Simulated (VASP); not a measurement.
# SiC (P1) in VASP: single point with r2SCAN

Aim: the single point of SiC with r2SCAN.

Program: VASP 6.6.1. These are calculated values, not measurements. Logs are shortened: lines on timing, memory, paths and dates and some standing lists are left out, and cuts for length are marked.

## (1) The cell of the first run

The typed cell holds 2 atoms: a = 4.200 Å, b = 4.200 Å, c = 4.200 Å, α = 90.00°, β = 90.00°, γ = 90.00°.

## (2) Single point, r2SCAN

POSCAR

```
SiC
1.0
    4.2000000000      0.0000000000      0.0000000000
    0.0000000000      4.2000000000      0.0000000000
    0.0000000000      0.0000000000      4.2000000000
Si C
1 1
Direct
    0.0000000000      0.0000000000      0.0000000000
    0.3171030175      0.1902618105      0.1426963579
```

INCAR.step1

```
PREC = Accurate
ENCUT = 660
ISMEAR = -1
SIGMA = 0.3
LREAL = F
LASPH = T
NELM = 120
NBANDS = 11
GGA = PE
ALGO = Normal
EDIFF = 1E-5
LWAVE = T
LCHARG = F
GGA_COMPAT = F
```

INCAR.step2

```
PREC = Accurate
ENCUT = 660
EDIFF = 1E-6
ISMEAR = -1
SIGMA = 0.3
LREAL = F
LASPH = T
NELM = 120
ALGO = Normal
ISIF = 2
LWAVE = F
LCHARG = F
METAGGA = R2SCAN
LMIXTAU = T
NBANDS = 11
ISTART = 1
GGA_COMPAT = F
```

KPOINTS

```
Automatic mesh
0
Gamma
  1 1 1
```

Potentials or basis: VASP PAW PBE potentials, release 64 (Si, C).

The run is started by

```sh
$ cat potpaw_PBE.64/Si/POTCAR potpaw_PBE.64/C/POTCAR > POTCAR
$ cp INCAR.step1 INCAR
$ mpirun -np 1 vasp_gam > vasp.out
$ cp INCAR.step2 INCAR
$ mpirun -np 1 vasp_gam > vasp.out
```

OUTCAR:

```text
PREC = Accurate
   ENCUT = 660
   EDIFF = 1E-6
   ISMEAR = -1
   LREAL = F
   LASPH = T
   NELM = 120
   ISIF = 2
   METAGGA = R2SCAN
   ISTART = 1

 ion  position               nearest neighbor table
   1  0.000  0.000  0.000-   2 1.66
   2  0.317  0.190  0.143-   1 1.66

  LATTYP: Found a simple cubic cell.
 ALAT       =     4.2000000000

  Lattice vectors:

 A1 = (   4.2000000000,   0.0000000000,   0.0000000000)
 A2 = (   0.0000000000,   4.2000000000,   0.0000000000)
 A3 = (   0.0000000000,   0.0000000000,   4.2000000000)

Analysis of symmetry for initial positions (statically):
=====================================================================
 Subroutine PRICEL returns:
 Original cell was already a primitive cell.

 Routine SETGRP: Setting up the symmetry group for a
 simple cubic supercell.

 Subroutine GETGRP returns: Found  1 space group operations
 (whereof  1 operations were pure point group operations)
 out of a pool of 48 trial point group operations.

The static configuration has the point symmetry C_1 .

Analysis of symmetry for dynamics (positions and initial velocities):
=====================================================================
 Subroutine PRICEL returns:
 Original cell was already a primitive cell.

 Routine SETGRP: Setting up the symmetry group for a
 simple cubic supercell.

 Subroutine GETGRP returns: Found  1 space group operations
 (whereof  1 operations were pure point group operations)
 out of a pool of 48 trial point group operations.

The dynamic configuration has the point symmetry C_1 .

 Subroutine INISYM returns: Found  1 space group operations
 (whereof  1 operations are pure point group operations),
 and found     1 'primitive' translations

----------------------------------------------------------------------------------------

                                     Primitive cell

  volume of cell :      74.0880

  direct lattice vectors                    reciprocal lattice vectors
     4.200000000  0.000000000  0.000000000     0.238095238  0.000000000  0.000000000
     0.000000000  4.200000000  0.000000000     0.000000000  0.238095238  0.000000000
     0.000000000  0.000000000  4.200000000     0.000000000  0.000000000  0.238095238

  length of vectors
     4.200000000  4.200000000  4.200000000     0.238095238  0.238095238  0.238095238

  position of ions in fractional coordinates (direct lattice)
     0.000000000  0.000000000  0.000000000
     0.317103018  0.190261810  0.142696358

  ion indices of the primitive-cell ions
   primitive index   ion index
                 1           1
                 2           2

----------------------------------------------------------------------------------------

 KPOINTS: Automatic mesh

Automatic generation of k-mesh.
 Grid dimensions read from file:
 generate k-points for:    1    1    1

 Generating k-lattice:

  Cartesian coordinates                     Fractional coordinates (reciprocal lattice)
     0.238095238  0.000000000  0.000000000     1.000000000  0.000000000  0.000000000
     0.000000000  0.238095238  0.000000000     0.000000000  1.000000000  0.000000000
     0.000000000  0.000000000  0.238095238     0.000000000  0.000000000  1.000000000

  Length of vectors
     0.238095238  0.238095238  0.238095238

  Shift w.r.t. Gamma in fractional coordinates (k-lattice)
     0.000000000  0.000000000  0.000000000

 Subroutine IBZKPT returns following result:
 ===========================================

 Found      1 irreducible k-points:

 Following reciprocal coordinates:
            Coordinates               Weight
  0.000000  0.000000  0.000000      1.000000
   k-points           NKPTS =      1   k-points in BZ     NKDIM =      1   number of bands    NBANDS=     11
   number of dos      NEDOS =    301   number of ions     NIONS =      2
   total plane-waves  NPLWV =  46656
   dimension x,y,z NGX =    36 NGY =   36 NGZ =   36
   dimension x,y,z NGXF=    72 NGYF=   72 NGZF=   72
   ions per type =               1   1
   NGX,Y,Z   is equivalent  to a cutoff of  14.25, 14.25, 14.25 a.u.
   NGXF,Y,Z  is equivalent  to a cutoff of  28.50, 28.50, 28.50 a.u.
 SYSTEM =  unknown system
   PREC   = accura    normal or accurate (medium, high low for compatibility)
   ISTART =      1    job   : 0-new  1-cont  2-samecut
   ICHARG =      0    charge: 1-file 2-atom 10-const
   ISPIN  =      1    spin polarized calculation?
   LNONCOLLINEAR =      F non collinear calculations
   LSORBIT =      F    spin-orbit coupling
   LASPH  =      T    aspherical Exc in radial PAW
   ENCUT  =  660.0 eV  48.51 Ry    6.96 a.u.   8.80  8.80  8.80*2*pi/ulx,y,z
   NELM   =    120;   NELMIN=  2; NELMDL=  0     # of ELM steps
   EDIFF  = 0.1E-05   stopping-criterion for ELM
   LREAL  =      F    real-space projection
   EDIFFG = 0.1E-04   stopping-criterion for IOM
   NSW    =      0    number of steps for IOM
   IBRION =     -1    ionic relax: 0-MD 1-quasi-New 2-CG
   NFREE  =      0    steps in history (QN), initial steepest desc. (CG)
   ISIF   =      2    stress and relaxation
   ISYM   =      2    0-nonsym 1-usesym 2-fastsym
   POTIM  = 0.5000    time-step for ionic-motion
   TEBEG  =    0.0;   TEEND  =   0.0 temperature during run
   PSTRESS=    0.0 pullay stress
   NELECT =       8.0000    total number of electrons
   NUPDOWN=      -1.0000    fix difference up-down
   EMIN   =  10.00;   EMAX   =-10.00  energy-range for DOS
   EFERMI =   0.00;   METHOD = LEGACY
   ISMEAR =    -1;   SIGMA  =   0.30  broadening in eV -4-tet -1-fermi 0-gaus
   EFERMI_NEDOS =   21; number of points for ismear=-14 and -15
   IALGO  =     38    algorithm
   IMIX   =      4    mixing-type and parameters
     AMIX     =   0.40;   BMIX     =  1.00
     AMIX_MAG =   1.60;   BMIX_MAG =  1.00
  volume/ion in A,a.u.               =      37.04       249.99
  Fermi-wavevector in a.u.,A,eV,Ry     =   0.779571  1.473175  8.268676  0.607731
  Thomas-Fermi vector in A             =   1.882702
   LORBIT       =      0    0 simple, 1 ext, 2 COOP (PROOUT), +10 PAW based schemes
   METAGGA = R2SCAN    functional components
   LHFCALC =     F    Hartree Fock is set to
   AEXX    =    0.0000 exact exchange contribution
   IVDW    =     0    specifies the selected vdW correction
   LEPSILON=     F    determine dielectric tensor
   LRPA    =     F    only Hartree local field effects (RPA)
 non-spin polarized calculation
  energy-cutoff  :      660.00
  volume of cell :       74.09
 maximum number of plane-waves:      1449
 NGX is ok and might be reduce to    36
   NGX = 17   NGY = 17   NGZ = 17

 number of electron       8.0000000 magnetization

 Free energy of the ion-electron system (eV)
  ---------------------------------------------------
  ext. energy  EPLUGINS =         0.00000000
  ---------------------------------------------------
  free energy    TOTEN  =        -9.86813467 eV

  energy without entropy =       -8.99298611  energy(sigma->0) =       -9.43056039

 E-fermi :  -1.6237     XC(G=0):  -6.4826

 val. band max:       -1.8405614261   @ k =   0.0000   0.0000   0.0000
 cond. band min:      -1.4601174436   @ k =   0.0000   0.0000   0.0000
 fundamental gap:      0.3804439825
 Fermi energy:        -1.6236637768

 k-point     1 :       0.0000    0.0000    0.0000
  band No.  band energies     occupation
      1     -12.7713      2.00000
      2      -4.7788      1.99995
      3      -2.5751      1.91949
      4      -1.8406      1.34653
      5      -1.4601      0.73398
      6       1.5233      0.00006
      7       2.5200      0.00000
      8       5.6658      0.00000
      9       7.4309      0.00000
     10       7.8565      0.00000
     11       9.9188      0.00000

------------------------ aborting loop because EDIFF is reached ----------------------------------------

  FORCE on cell =-STRESS in cart. coord.  units (eV):
  Direction    XX          YY          ZZ          XY          YZ          ZX
  --------------------------------------------------------------------------------------
  -------------------------------------------------------------------------------------
  Total        6.0447859      1.5722944      1.3161906      1.6235274      0.2058521      1.2863781
  in kB      130.7204806     34.0013825     28.4630540     35.1093137      4.4516197     27.8183498
  external PRESSURE =      64.3949724 kB  Pullay stress =       0.0000000 kB

 VOLUME and BASIS-vectors are now :
 -----------------------------------------------------------------------------
  energy-cutoff  :      660.00
  volume of cell :       74.09
      direct lattice vectors                 reciprocal lattice vectors
     4.200000000  0.000000000  0.000000000     0.238095238  0.000000000  0.000000000
     0.000000000  4.200000000  0.000000000     0.000000000  0.238095238  0.000000000
     0.000000000  0.000000000  4.200000000     0.000000000  0.000000000  0.238095238

 POSITION                                       TOTAL-FORCE (eV/Angst)
 -----------------------------------------------------------------------------------
      0.00000      0.00000      0.00000        -3.655925     -0.626111     -0.310411
      1.33183      0.79910      0.59932         3.655925      0.626111      0.310411
 -----------------------------------------------------------------------------------
    total drift:                               -0.000528      0.000243      0.000288

  FREE ENERGIE OF THE ION-ELECTRON SYSTEM (eV)
  ---------------------------------------------------
  free  energy   TOTEN  =        -9.8681346708 eV

  energy  without entropy=       -8.9929861134  energy(sigma->0) =       -9.43056039
```

Wall time 20 s (1 thread of Intel Xeon Platinum 8259CL at 2.50GHz (Skylake/Cascade Lake), shared host); peak memory 0.2 GiB.

Results:

| Item | Value |
| --- | --- |
| Free energy | -9.8681 eV |
| Pressure | 6.4 GPa |
| Largest force | 3.722 eV/Å |
| Band gap on the k mesh | 0.38 eV |

Forces in eV/Å, atoms in the order of the input:
```
Si  -3.656 -0.626 -0.310
C    3.656  0.626  0.310
```

Stress tensor (GPa, compression positive):
```
13.07  3.51  2.78
 3.51  3.40  0.45
 2.78  0.45  2.85
```

Caveat: the k points lie up to 1.50 Å⁻¹ apart; the PAW data sets were made with another functional, which shifts forces and pressure a little. A k mesh can miss the band edges.
